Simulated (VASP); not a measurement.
Here is a VASP 6.6.1 calculation.

INCAR

```
PREC = Accurate
ENCUT = 520
EDIFF = 1E-7
ISMEAR = -1
SIGMA = 0.05
LREAL = False
LASPH = True
NELM = 60
ALGO = Normal
ISIF = 2
LWAVE = False
LCHARG = False
GGA = PE
NBANDS = 21
```

Contents of KPOINTS:

```
Automatic mesh
0
Gamma
  15 15 15
```

POSCAR

```
Sn
1.0
   -2.9383825000      2.9224760000      1.5906500000
    2.9224760000     -2.9383825000      1.5906500000
    2.9092240000      2.9092240000     -1.6198085000
Sn
2
Direct
    0.0000000000      0.0000000000      0.0000000000
    0.7500000000      0.2500000000      0.5000000000
```

Potentials or basis: VASP PAW PBE potentials, release 64 (Sn_d).

The run is started by

```bash
$ cat potpaw_PBE.64/Sn_d/POTCAR > POTCAR
$ mpirun -np 1 vasp_std > vasp.out
```

Q: Predict the pressure.

A: 2.6 GPa.

Q: Estimate the band gap on the k mesh.

A: Zero (bands 14 and 15 overlap by 4.35 eV).

Q: Estimate the largest force.

A: 0.033 eV/Å.

Stress tensor (GPa, compression positive):
```
2.94 0.26 0.30
0.26 2.94 0.30
0.30 0.30 1.93
```

Caveat: the cell differs from its parent crystal (equal xy, yz and zx shear strains of -1 %); spin-orbit coupling is left out, which moves the levels of the heavy elements.
